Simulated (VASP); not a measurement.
Here is a VASP 6.6.1 calculation.

The input INCAR:

```
SYSTEM = Al2BN3
  PREC = Accurate
  ENCUT = 520
  EDIFF = 1E-6
  ISMEAR = 0
  SIGMA = 0.1
  LREAL = .False.
  LASPH = .True.
  NELM = 80
  ALGO = Normal
  ISIF = 2
  LWAVE = .False.
  LCHARG = .False.
  GGA = PE
  NBANDS = 36
```

Contents of KPOINTS:

```
regular mesh
0
Gamma
  6 6 1
  0 0 0
```

POSCAR

```
Al2BN3
1.0
    2.7249106000      0.0000000000      0.0000000000
   -1.3624553000      2.3598418000      0.0000000000
    0.0000000000      0.0000000000     21.7133136800
Al B N
4 2 6
Direct
    0.3333333300      0.6666666700      0.0833333300
    0.3333333300      0.6666666700      0.4166666700
    0.6666666700      0.3333333300      0.5833333300
    0.6666666700      0.3333333300      0.9166666700
    0.3333333300      0.6666666700      0.7500000000
    0.6666666700      0.3333333300      0.2500000000
    0.3333333300      0.6666666700      0.2500000000
    0.3333333300      0.6666666700      0.5833333300
    0.3333333300      0.6666666700      0.9166666700
    0.6666666700      0.3333333300      0.0833333300
    0.6666666700      0.3333333300      0.4166666700
    0.6666666700      0.3333333300      0.7500000000
```

Potentials or basis: VASP PAW PBE potentials, release 64 (Al, B, N).

The run is started by

```console
$ cat potpaw_PBE.64/Al/POTCAR potpaw_PBE.64/B/POTCAR potpaw_PBE.64/N/POTCAR > POTCAR
$ mpirun -np 1 vasp_std > vasp.out
```

Q: Estimate the band gap on the k mesh.

A: 3.26 eV.

Q: Predict the largest force.

A: 0.079 eV/Å.

Q: What does it give for the pressure?

A: 55.1 GPa.

Stress tensor (GPa, compression positive):
```
83.03  0.00  0.00
 0.00 83.03  0.00
 0.00  0.00 -0.65
```

Caveat: the k points lie up to 0.44 Å⁻¹ apart. A k mesh can miss the band edges.
